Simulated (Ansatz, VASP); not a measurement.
## Two plane-wave programs on CdS

File INCAR:

```
SYSTEM = CdS
ALGO     = Normal         ! electronic algorithm
EDIFF    = 1E-7           ! SCF threshold, eV
ENCUT    = 520            ! plane-wave cutoff, eV
GGA      = PE             ! functional
ISIF     = 2              ! what is computed and relaxed
ISMEAR   = 0              ! smearing method
LASPH    = .True.         ! aspherical terms in the spheres
LCHARG   = .True.         ! write CHGCAR
LELF     = .True.         ! ELF
LREAL    = .False.        ! projectors in reciprocal space
LVHAR    = .True.       
LWAVE    = .False.        ! write WAVECAR
NBANDS   = 16             ! bands
NELM     = 100            ! most SCF steps
PREC     = Accurate       ! precision mode
SIGMA    = 0.01           ! smearing width, eV
```

The input KPOINTS:

```
k-points
0
Gamma
  6 6 6
  0 0 0
```

Contents of POSCAR:

```
CdS
1.0
    0.0000000000      2.9392138883      2.9392138883
    2.9392138883      0.0000000000      2.9392138883
    2.9392138883      2.9392138883      0.0000000000
Cd S
1 1
Direct
    0.0000000000      0.0000000000      0.0000000000
    0.2500000000      0.2500000000      0.2500000000
```

Input for Ansatz:

```yaml
crystal:
  lattice:
    - [0.0, 2.9392138883, 2.9392138883]
    - [2.9392138883, 0.0, 2.9392138883]
    - [2.9392138883, 2.9392138883, 0.0]
  atoms:
    - { symbol: Cd, position: [0.0, 0.0, 0.0] }
    - { symbol: S, position: [0.25, 0.25, 0.25] }
kpoints:
  mp_grid: { grid: [6, 6, 6] }
hamiltonian:
  xc: pbe
scf:
  occupations: { method: fixed }
output:
  optics:
    e_range: [0, 12]
    de: 0.05
    sigma: 0.1
    bands: { spectra_wanted_up_to: 12 }
```

Alike in both runs: task single point; functional PBE; k mesh 6 × 6 × 6; no spin polarisation.

```csv
,VASP,Ansatz
version,VASP 6.6.1,Ansatz 0.2.0
potentials or method,"VASP PAW PBE potentials, release 64 (Cd, S)","plane waves, PAW"
plane-wave cutoff (eV),520,420
occupations,"gaussian, width 0.01 eV",fixed
valence electrons in the cell,18,26
```

VASP gave:

* gap on the k mesh at the Fermi level (eV): 1.10

Estimate Ansatz's values.

gap on the k mesh at the Fermi level (eV): 1.09.

VASP's potentials hold 18 valence electrons a cell and Ansatz's 26, so a difference there can come from the potentials and not from the codes.
